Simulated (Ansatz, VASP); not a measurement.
**GeB2C3: VASP beside Ansatz**

File INCAR:

```
SYSTEM = GeB2C3
  ALGO = Normal
  EDIFF = 1E-6
  EDIFFG = -0.04
  ENCUT = 600
  GGA = PE
  IBRION = 2
  ISIF = 3
  ISMEAR = 0
  LASPH = .TRUE.
  LCHARG = .FALSE.
  LREAL = .FALSE.
  LWAVE = .FALSE.
  NELM = 80
  NSW = 90
  PREC = Accurate
  SIGMA = 0.1
```

File KPOINTS:

```
k-points
0
G
  6 6 6
  0 0 0
```

Contents of POSCAR:

```
GeB2C3
1.0
    2.4493080300      1.4141086500      3.9398499600
   -2.4493080300      1.4141086500      3.9398499600
    0.0000000000     -2.8282173100      3.9398499600
Ge B C
1 2 3
Direct
    0.0000000000      0.0000000000      0.0000000000
    0.6289240100      0.6289240100      0.6289240100
    0.3710759900      0.3710759900      0.3710759900
    0.0000000000      0.5000000000      0.0000000000
    0.5000000000      0.0000000000      0.0000000000
    0.0000000000      0.0000000000      0.5000000000
```

Input for Ansatz:

```yaml
crystal:
  lattice:
    - [2.44930803, 1.41410865, 3.93984996]
    - [-2.44930803, 1.41410865, 3.93984996]
    - [0.0, -2.82821731, 3.93984996]
  atoms:
    - { symbol: Ge, position: [0.0, 0.0, 0.0] }
    - { symbol: B, position: [0.62892401, 0.62892401, 0.62892401] }
    - { symbol: B, position: [0.37107599, 0.37107599, 0.37107599] }
    - { symbol: C, position: [0.0, 0.5, 0.0] }
    - { symbol: C, position: [0.5, 0.0, 0.0] }
    - { symbol: C, position: [0.0, 0.0, 0.5] }
basis:
  ecutwfc: 420
kpoints:
  mp_grid: { grid: [6, 6, 6] }
hamiltonian:
  xc: pbe
scf:
  occupations: { method: gaussian, width: 0.1 }
  lower_state_search: "off"
output:
  forces: true
  stress: true
  eigenvalues: true
relax:
  adjacent_minimum: "off"
  f_tol: 0.04
  max_steps: 70
  cell: { stress_tol: 0.4 }
```

Change from the starting cell: species swapped into the Zr2Al3Cr type (R-3m, No. 166).

Alike in both runs: task relaxation of cell and atoms; functional PBE; k mesh 6 × 6 × 6; occupations gaussian, width 0.1 eV; no spin polarisation.

|  | VASP | Ansatz |
| --- | --- | --- |
| version | VASP 6.6.1 | Ansatz 0.2.0 |
| potentials or method | VASP PAW PBE potentials, release 64 (Ge_d, B, C), cutoff 600 eV | scalar-relativistic, plane waves, PAW |
| valence electrons in the cell | 32 | 32 |

|  | VASP | Ansatz | Ansatz less VASP |
| --- | --- | --- | --- |
| gap on the k mesh at the Fermi level, each at its own relaxed structure (eV) | none | none | - |
| relaxed volume (Å³/atom) | 9.62 | 15.90 | +6.281 |
| relaxed length of the cell vector where the two differ most in proportion (Å) | 3.886 | 5.213 | +1.3272 |

A gap of «none» marks a metal or a gap that the smearing closes. One of these differences is far larger than is usual between the two programs; its cause wasn't traced.

Noted on VASP's run: the volume moved by over 15 % at a fixed basis, so the end points are rough.
